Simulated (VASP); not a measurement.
Wanted: the native input for a VASP 6.6.1 run.

```yaml
Task: single point
Functional: PBE
Potentials_or_basis: VASP PAW PBE potentials, release 64 (Fe)
Cutoff: 520 eV
k_mesh: 20 × 20 × 20
Occupations: gaussian, width 0.1 eV
Spin: collinear spin, ferromagnetic start
Starting_moments: "[4.0] μB"
Dipole_correction: no
Further_INCAR_settings: ALGO = Fast; EDIFF = 1e-06; NBANDS = 14
```

The structure of Fe lies in POSCAR:

```
Fe
1.0
    0.0000000000      1.8025514531      1.8242420356
    1.3910282051      0.0000000000      1.8242420356
    1.3910282051      1.8025514531      0.0000000000
Fe
1
Direct
    0.0000000000      0.0000000000      0.0000000000
```

One way to write it, as run:

INCAR

```
PREC = Accurate
ENCUT = 520
EDIFF = 1E-6
ISMEAR = 0
SIGMA = 0.1
LREAL = False
LASPH = True
NELM = 150
ALGO = Fast
ISIF = 2
LWAVE = False
LCHARG = False
ISPIN = 2
MAGMOM = 4
LORBIT = 11
LMAXMIX = 4
GGA = PE
NBANDS = 14
```

KPOINTS

```
Automatic mesh
0
Gamma
  20 20 20
```

Potentials or basis: VASP PAW PBE potentials, release 64 (Fe).

The run is started by

```console
$ cat potpaw_PBE.64/Fe/POTCAR > POTCAR
$ mpirun -np 1 vasp_std > vasp.out
```

Results of the run:

The pressure is 68.9 GPa, the net moment is 1.79 μB per cell and the site moments are Fe +1.75 μB. The valence electrons inside the program's atomic spheres are Fe 7.83.

Caveat: the cell stands under pressure.

It took 3.7 min on 1 thread of Intel(R) Xeon(R) Platinum 8488C (Sapphire Rapids), on a shared host, peak memory 0.33 GiB.
